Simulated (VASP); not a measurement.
# As (R-3m) in VASP: single point with PBE

Aim: the single point of As with PBE.

All numbers are computed with VASP 6.6.1; they aren't measurements. Logs are shortened: lines on timing, memory, paths and dates and some standing lists are left out, and cuts for length are marked.

## Step 1: The cell of the first run

Symmetry: R-3m, No. 166, trigonal system. The conventional cell has a = 3.759 Å, b = 3.759 Å, c = 10.457 Å, α = 90.00°, β = 90.00°, γ = 120.00°. As (site symmetry 3m) has 6 As at 2.52 to 3.10 Å within 3.3 Å.

## Step 2: Single point, PBE, non-collinear spin, zero start, spin-orbit coupling

The input, INCAR:

```
PREC     = Accurate       # precision mode
ENCUT    = 520            # plane-wave cutoff, eV
EDIFF    = 1E-6           # SCF threshold, eV
ISMEAR   = -1             # smearing method
SIGMA    = 0.05           # smearing width, eV
LREAL    = False          # projectors in reciprocal space
LASPH    = True           # aspherical terms in the spheres
NELM     = 150            # most SCF steps
ALGO     = Normal         # electronic algorithm
ISIF     = 2              # what is computed and relaxed
LWAVE    = False          # write WAVECAR
LCHARG   = False          # write CHGCAR
MAGMOM   = 0 0 0 0 0 0    # initial moments
LORBIT   = 11             # projections on sites
LSORBIT  = True           # spin-orbit coupling
GGA_COMPAT= False        
LORBMOM  = True         
GGA      = PE             # functional
NBANDS   = 22             # bands
LUSENCCL = False
```

The input, KPOINTS:

```
Automatic mesh
0
Gamma
  13 13 13
```

The input, POSCAR:

```
As
1.0
    1.8797494575      1.0852738553      3.4857700000
   -1.8797494575      1.0852738553      3.4857700000
    0.0000000000     -2.1705477106      3.4857700000
As
2
Direct
    0.2275400000      0.2275400000      0.2275400000
    0.7724600000      0.7724600000      0.7724600000
```

Potentials or basis: VASP PAW PBE potentials, release 64 (As).

The run is started by

```bash
$ cat potpaw_PBE.64/As/POTCAR > POTCAR
$ mpirun -np 1 vasp_ncl > vasp.out
```

OUTCAR:

```text
PREC = Accurate
   ENCUT = 520
   EDIFF = 1E-6
   ISMEAR = -1
   LREAL = False
   LASPH = True
   NELM = 150
   ISIF = 2
   LORBIT = 11
   LSORBIT = True
   GGA = PE

 ion  position               nearest neighbor table
   1  0.228  0.228  0.228-   2 2.52   2 2.52   2 2.52
   2  0.772  0.772  0.772-   1 2.52   1 2.52   1 2.52

  LATTYP: Found a trigonal (rhomboedric) cell.
 ALAT       =     4.1063207202
 COS(alpha) =     0.5808936906

  Lattice vectors:

 A1 = (   1.8797494575,   1.0852738553,   3.4857700000)
 A2 = (  -1.8797494575,   1.0852738553,   3.4857700000)
 A3 = (   0.0000000000,  -2.1705477106,   3.4857700000)

Analysis of symmetry for initial positions (statically):
=====================================================================
 Subroutine PRICEL returns:
 Original cell was already a primitive cell.

 Routine SETGRP: Setting up the symmetry group for a
 trigonal (rhombohedral) supercell.

 Subroutine GETGRP returns: Found 12 space group operations
 (whereof 12 operations were pure point group operations)
 out of a pool of 12 trial point group operations.

The static configuration has the point symmetry D_3d.

Analysis of symmetry for dynamics (positions and initial velocities):
=====================================================================
 Subroutine PRICEL returns:
 Original cell was already a primitive cell.

 Routine SETGRP: Setting up the symmetry group for a
 trigonal (rhombohedral) supercell.

 Subroutine GETGRP returns: Found 12 space group operations
 (whereof 12 operations were pure point group operations)
 out of a pool of 12 trial point group operations.

The dynamic configuration has the point symmetry D_3d.

Analysis of structural, dynamic, and magnetic symmetry:
=====================================================================
 Subroutine PRICEL returns:
 Original cell was already a primitive cell.

 Routine SETGRP: Setting up the symmetry group for a
 trigonal (rhombohedral) supercell.

 Subroutine GETGRP returns: Found 12 space group operations
 (whereof 12 operations were pure point group operations)
 out of a pool of 12 trial point group operations.

The overall configuration has the point symmetry D_3d.

 Subroutine INISYM returns: Found 12 space group operations
 (whereof 12 operations are pure point group operations),
 and found     1 'primitive' translations

----------------------------------------------------------------------------------------

                                     Primitive cell

  volume of cell :      42.6667

  direct lattice vectors                    reciprocal lattice vectors
     1.879749457  1.085273855  3.485770000     0.265992895  0.153571070  0.095626887
    -1.879749457  1.085273855  3.485770000    -0.265992895  0.153571070  0.095626887
     0.000000000 -2.170547711  3.485770000     0.000000000 -0.307142139  0.095626887

  length of vectors
     4.106320720  4.106320720  4.106320720     0.321684310  0.321684310  0.321684310

  position of ions in fractional coordinates (direct lattice)
     0.227540000  0.227540000  0.227540000
     0.772460000  0.772460000  0.772460000

  ion indices of the primitive-cell ions
   primitive index   ion index
                 1           1
                 2           2

----------------------------------------------------------------------------------------

 KPOINTS: Automatic mesh

Automatic generation of k-mesh.
 Grid dimensions read from file:
 generate k-points for:   13   13   13

 Generating k-lattice:

  Cartesian coordinates                     Fractional coordinates (reciprocal lattice)
     0.020460992  0.011813159  0.007355914     0.076923077  0.000000000 -0.000000000
    -0.020460992  0.011813159  0.007355914     0.000000000  0.076923077 -0.000000000
     0.000000000 -0.023626318  0.007355914    -0.000000000 -0.000000000  0.076923077

  Length of vectors
     0.024744947  0.024744947  0.024744947

  Shift w.r.t. Gamma in fractional coordinates (k-lattice)
     0.000000000  0.000000000  0.000000000

 Subroutine IBZKPT returns following result:
 ===========================================

 Found    231 irreducible k-points:

 Following reciprocal coordinates:
            Coordinates               Weight
  0.000000  0.000000  0.000000      1.000000
  0.076923  0.000000  0.000000      6.000000
  0.153846  0.000000  0.000000      6.000000
  0.230769  0.000000  0.000000      6.000000
[... 47 lines left out ...]
   POTIM  = 0.5000    time-step for ionic-motion
   TEBEG  =    0.0;   TEEND  =   0.0 temperature during run
   PSTRESS=    0.0 pullay stress
   NELECT =      10.0000    total number of electrons
   NUPDOWN=      -1.0000    fix difference up-down
   EMIN   =  10.00;   EMAX   =-10.00  energy-range for DOS
   EFERMI =   0.00;   METHOD = LEGACY
   ISMEAR =    -1;   SIGMA  =   0.05  broadening in eV -4-tet -1-fermi 0-gaus
   EFERMI_NEDOS =   21; number of points for ismear=-14 and -15
   IALGO  =     38    algorithm
   IMIX   =      4    mixing-type and parameters
     AMIX     =   0.40;   BMIX     =  1.00
     AMIX_MAG =   1.60;   BMIX_MAG =  1.00
  volume/ion in A,a.u.               =      21.33       143.96
  Fermi-wavevector in a.u.,A,eV,Ry     =   1.009358  1.907409 13.861654  1.018803
  Thomas-Fermi vector in A             =   2.142281
   LORBIT       =     11    0 simple, 1 ext, 2 COOP (PROOUT), +10 PAW based schemes
   GGA     = PE    functional components
   LHFCALC =     F    Hartree Fock is set to
   AEXX    =    0.0000 exact exchange contribution
   IVDW    =     0    specifies the selected vdW correction
   LEPSILON=     F    determine dielectric tensor
   LRPA    =     F    only Hartree local field effects (RPA)
  energy-cutoff  :      520.00
  volume of cell :       42.67
 maximum number of plane-waves:      2326
   NGX = 15   NGY = 15   NGZ = 15

 number of electron      10.0000000 magnetization      -0.0000000      0.0000000     -0.0000000

 number of electron      10.0000000 magnetization       0.0000000     -0.0000000      0.0000000

 number of electron      10.0000000 magnetization      -0.0000000     -0.0000000     -0.0000000

 number of electron      10.0000000 magnetization       0.0000000      0.0000000      0.0000000

 Free energy of the ion-electron system (eV)
  ---------------------------------------------------
  ext. energy  EPLUGINS =         0.00000000
  ---------------------------------------------------
  free energy    TOTEN  =        -9.34348674 eV

  energy without entropy =       -9.34255620  energy(sigma->0) =       -9.34302147

 E-fermi :   5.6432     XC(G=0): -10.0137

 val. band max:        5.6048896708   @ k =   0.4615   0.0769   0.0769
 cond. band min:       5.7028825272   @ k =   0.3846   0.1538   0.1538
 fundamental gap:      0.0979928564
 Fermi energy:         5.6431529184

 k-point     1 :       0.0000    0.0000    0.0000
  band No.  band energies     occupation
      1      -9.5280      1.00000
      2      -9.5280      1.00000
      3      -0.1928      1.00000
      4      -0.1928      1.00000
      5       2.9709      1.00000
      6       2.9709      1.00000
[... 589 lines left out ...]
     21      15.8027      0.00000
     22      15.8027      0.00000

 [... further k-points ...]
[... 5 lines left out ...]
  --------------------------------------------------------------------------------------
  -------------------------------------------------------------------------------------
  Total        1.1492285      1.1492285      0.8453926      0.0000000      0.0000000      0.0000000
  in kB       43.1546579     43.1546579     31.7453208      0.0000000      0.0000000      0.0000000
  external PRESSURE =      39.3515455 kB  Pullay stress =       0.0000000 kB

 VOLUME and BASIS-vectors are now :
 -----------------------------------------------------------------------------
  energy-cutoff  :      520.00
  volume of cell :       42.67
      direct lattice vectors                 reciprocal lattice vectors
     1.879749457  1.085273855  3.485770000     0.265992895  0.153571070  0.095626887
    -1.879749457  1.085273855  3.485770000    -0.265992895  0.153571070  0.095626887
     0.000000000 -2.170547711  3.485770000     0.000000000 -0.307142139  0.095626887

 POSITION                                       TOTAL-FORCE (eV/Angst)
 -----------------------------------------------------------------------------------
      0.00000      0.00000      2.37946         0.000000      0.000000      0.282433
      0.00000      0.00000      8.07785         0.000000      0.000000     -0.282433
 -----------------------------------------------------------------------------------
    total drift:                               -0.000000     -0.000000     -0.000000

  FREE ENERGIE OF THE ION-ELECTRON SYSTEM (eV)
  ---------------------------------------------------
  free  energy   TOTEN  =        -9.3434867414 eV

  energy  without entropy=       -9.3425561956  energy(sigma->0) =       -9.34302147

 orbital moment (x)

 # of ion     p       d       tot
 ----------------------------------------
  1         0.000  -0.000   0.000
  2         0.000  -0.000   0.000
 ----------------------------------------
            0.000  -0.000   0.000

 orbital moment (y)

 # of ion     p       d       tot
 ----------------------------------------
  1         0.000   0.000   0.000
  2         0.000   0.000   0.000
 ----------------------------------------
            0.000   0.000   0.000

 orbital moment (z)

 # of ion     p       d       tot
 ----------------------------------------
  1         0.000   0.000   0.000
  2         0.000   0.000   0.000
 ----------------------------------------
            0.000   0.000   0.000

 Spin-Orbit-Coupling matrix elements

 Ion:    1  E_soc:     -0.0261116
 l=   1
     0.0000000    -0.0044152    -0.0042153
    -0.0044152     0.0000000    -0.0044152
    -0.0042153    -0.0044152     0.0000000
 l=   2
     0.0000000    -0.0000005     0.0000000    -0.0000005    -0.0000035
    -0.0000005     0.0000000    -0.0000023    -0.0000000    -0.0000005
     0.0000000    -0.0000023     0.0000000    -0.0000023     0.0000000
    -0.0000005    -0.0000000    -0.0000023     0.0000000    -0.0000005
    -0.0000035    -0.0000005     0.0000000    -0.0000005     0.0000000
 l=   3
     0.0000000     0.0000000     0.0000000     0.0000000     0.0000000     0.0000000     0.0000000
     0.0000000     0.0000000     0.0000000     0.0000000     0.0000000     0.0000000     0.0000000
     0.0000000     0.0000000     0.0000000     0.0000000     0.0000000     0.0000000     0.0000000
     0.0000000     0.0000000     0.0000000     0.0000000     0.0000000     0.0000000     0.0000000
     0.0000000     0.0000000     0.0000000     0.0000000     0.0000000     0.0000000     0.0000000
     0.0000000     0.0000000     0.0000000     0.0000000     0.0000000     0.0000000     0.0000000
     0.0000000     0.0000000     0.0000000     0.0000000     0.0000000     0.0000000     0.0000000

 Ion:    2  E_soc:     -0.0261116
 l=   1
     0.0000000    -0.0044152    -0.0042153
    -0.0044152     0.0000000    -0.0044152
    -0.0042153    -0.0044152     0.0000000
 l=   2
     0.0000000    -0.0000005     0.0000000    -0.0000005    -0.0000035
    -0.0000005     0.0000000    -0.0000023    -0.0000000    -0.0000005
     0.0000000    -0.0000023     0.0000000    -0.0000023     0.0000000
    -0.0000005    -0.0000000    -0.0000023     0.0000000    -0.0000005
    -0.0000035    -0.0000005     0.0000000    -0.0000005     0.0000000
 l=   3
     0.0000000     0.0000000     0.0000000     0.0000000     0.0000000     0.0000000     0.0000000
     0.0000000     0.0000000     0.0000000     0.0000000     0.0000000     0.0000000     0.0000000
     0.0000000     0.0000000     0.0000000     0.0000000     0.0000000     0.0000000     0.0000000
     0.0000000     0.0000000     0.0000000     0.0000000     0.0000000     0.0000000     0.0000000
     0.0000000     0.0000000     0.0000000     0.0000000     0.0000000     0.0000000     0.0000000
     0.0000000     0.0000000     0.0000000     0.0000000     0.0000000     0.0000000     0.0000000
     0.0000000     0.0000000     0.0000000     0.0000000     0.0000000     0.0000000     0.0000000

 total charge

# of ion       s       p       d       tot
------------------------------------------
    1        1.301   1.360   0.050   2.711
    2        1.301   1.360   0.050   2.711
--------------------------------------------------
tot          2.601   2.719   0.100   5.421

 magnetization (x)

# of ion       s       p       d       tot
------------------------------------------
    1        0.000   0.000   0.000   0.000
    2        0.000   0.000   0.000   0.000
--------------------------------------------------
tot          0.000   0.000   0.000   0.000

 magnetization (y)

# of ion       s       p       d       tot
------------------------------------------
    1       -0.000   0.000   0.000  -0.000
    2        0.000   0.000   0.000   0.000
--------------------------------------------------
tot          0.000   0.000   0.000   0.000

 magnetization (z)

# of ion       s       p       d       tot
------------------------------------------
    1        0.000   0.000   0.000   0.000
    2        0.000   0.000   0.000   0.000
--------------------------------------------------
tot          0.000   0.000   0.000   0.000
```

Wall time 7.4 min (1 × NVIDIA H100 80GB with 1 thread of AMD EPYC 7R13 (Zen 3), shared host); peak memory 1.5 GiB.

What came out:

```
Free energy                                           : -9.3435 eV
Pressure                                              : 3.9 GPa
Largest force                                         : 0.282 eV/Å
Net moment                                            : 0.00 μB per cell
Valence electrons inside the program's atomic spheres : As 2.71
```

Forces in eV/Å, atoms in the order of the input:
```
As   0.000  0.000  0.282
As   0.000  0.000 -0.282
```

Moments on the atoms (μB; x, y, z):
```
As  0.00 0.00 0.00
As  0.00 0.00 0.00
```

Caveat: the cell stands under pressure.
